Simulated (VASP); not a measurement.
A run of VASP 6.6.1 is set up as follows.

File INCAR:

```
SYSTEM = GaP
PREC = Accurate
ENCUT = 520
EDIFF = 1E-6
ISMEAR = -1
SIGMA = 0.05
LREAL = .FALSE.
LASPH = .TRUE.
NELM = 60
ALGO = Normal
ISIF = 2
LWAVE = .FALSE.
LCHARG = .FALSE.
NBANDS = 16
```

Contents of KPOINTS:

```
regular mesh
0
G
  6 6 6
  0 0 0
```

File POSCAR:

```
GaP
1.0
    0.0000000000      2.7492622505      2.7492622505
    2.7492622505      0.0000000000      2.7492622505
    2.7492622505      2.7492622505      0.0000000000
Ga P
1 1
Direct
    0.0000000000      0.0000000000      0.0000000000
    0.2500000000      0.2500000000      0.2500000000
```

Potentials or basis: VASP PAW LDA potentials, release 64 (Ga_d, P).

Command:

```bash
$ cat potpaw_LDA.64/Ga_d/POTCAR potpaw_LDA.64/P/POTCAR > POTCAR
$ mpirun -np 1 vasp_std > vasp.out
```

(1) Estimate the band gap on the k mesh.

(2) What does it give for the pressure?

Answers

(1) 1.42 eV, direct.

(2) -4.6 GPa.
